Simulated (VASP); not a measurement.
Crystal: Co.

```
Co
1.0
     2.35932    0.00000    0.00000
    -1.17966    2.04323    0.00000
     0.00000    0.00000    3.80573
Co
2
Direct
  0.66667 0.33333 0.25000
  0.33333 0.66667 0.75000
```

Base run:

- Program: VASP 6.6.1
- Functional: LDA
- Potentials or basis: VASP PAW LDA potentials, release 64 (Co)
- Cutoff: 520 eV
- k mesh: 24 × 24 × 12
- Occupations: gaussian, width 0.15 eV
- Spin: collinear spin, ferromagnetic start
- Starting moments: [1.1, 1.1] μB
- Fixed moment: 2.2 μB

Its results: pressure 22.4 GPa; site moments Co +1.09 μB.

The run is repeated on the same cell with these changes: fixed moment from 2.2 μB to 1.1 μB; moments at the start from [1.1, 1.1] to [0.55, 0.55]. What comes out?

Pressure 17.1 GPa; site moments Co +0.54 μB.

Caveats: the total moment is fixed, so each spin has its own Fermi level.
